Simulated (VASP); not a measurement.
NiO, 2 atoms in the cell. Symmetry: Fm-3m, No. 225, cubic system. The conventional cell has a = 4.301 Å, b = 4.301 Å, c = 4.301 Å, α = 90.00°, β = 90.00°, γ = 90.00°. Within 2.8 Å of Ni (site symmetry m-3m) lie 6 O at 2.15 Å. O (site symmetry m-3m) has 6 Ni at 2.15 Å within 2.8 Å. 

| Item | Value |
| --- | --- |
| Program | VASP 6.6.1 |
| Task | single point |
| Functional | PBE |
| Potentials or basis | VASP PAW PBE potentials, release 64 (Ni_sv_GW, O) |
| Cutoff | 700 eV |
| k mesh | 10 × 10 × 10 |
| Occupations | gaussian, width 0.05 eV |
| Spin | collinear spin, ferromagnetic start |
| Starting moments | [1.92, 0.21] μB |
| Hubbard terms | Ni d U = 6.2 eV |
| Dipole correction | no |
| Further INCAR settings | ALGO = Normal; EDIFF = 1e-06; NBANDS = 23 |

Potentials or basis: VASP PAW PBE potentials, release 64 (Ni_sv_GW, O).

Run with:

```console
$ cat potpaw_PBE.64/Ni_sv_GW/POTCAR potpaw_PBE.64/O/POTCAR > POTCAR
$ mpirun -np 1 vasp_std > vasp.out
```

Hardware: 1 thread of Intel(R) Xeon(R) 6975P-C (Granite Rapids) (shared host).

Question: How long does it take, and how much memory?

Answer: Wall time 53 s on 1 thread of Intel(R) Xeon(R) 6975P-C (Granite Rapids), with other jobs on the host, peak memory 0.21 GiB. Counts: scf iterations 15, k points 47.
